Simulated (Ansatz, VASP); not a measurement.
# BaHfO3 in VASP and in Ansatz

```
Ba Hf O
1.0
     4.13810   -0.68863   -0.27951
     0.67557    4.14576   -0.21738
     0.31168    0.16900    4.19188
Ba Hf O
1 1 3
Direct
  0.43338 0.23321 0.12683
  0.93337 0.73326 0.62683
  0.93332 0.23336 0.62680
  0.93328 0.73342 0.12683
  0.43332 0.73341 0.62684
```

Change from the starting cell: the structure that the rattled cell fell into.

Alike in both runs: functional PBE; k mesh 6 × 4 × 4; occupations gaussian, width 0.1 eV; no spin polarisation.

Ansatz relaxed the structure, and its values are those at the end. VASP's run is a single point on that final structure, the one shown.

|  | VASP | Ansatz |
| --- | --- | --- |
| version | VASP 6.6.1 | Ansatz 0.2.0 |
| potentials or method | VASP PAW PBE potentials, release 64 (Ba_sv, Hf_pv, O), cutoff 520 eV | scalar-relativistic, plane waves, PAW |
| valence electrons in the cell | 38 | 54 |

```tsv
	VASP	Ansatz	Ansatz less VASP
gap on the k mesh at the Fermi level (eV)	3.53	3.62	+0.087
least direct gap on the mesh (eV)	3.77	3.75	-0.017
pressure (GPa)	-0.5	0.1	+0.57
```

VASP's potentials hold 38 valence electrons a cell and Ansatz's 54, so a difference there can come from the potentials and not from the codes.

Neither program's run includes spin-orbit coupling.
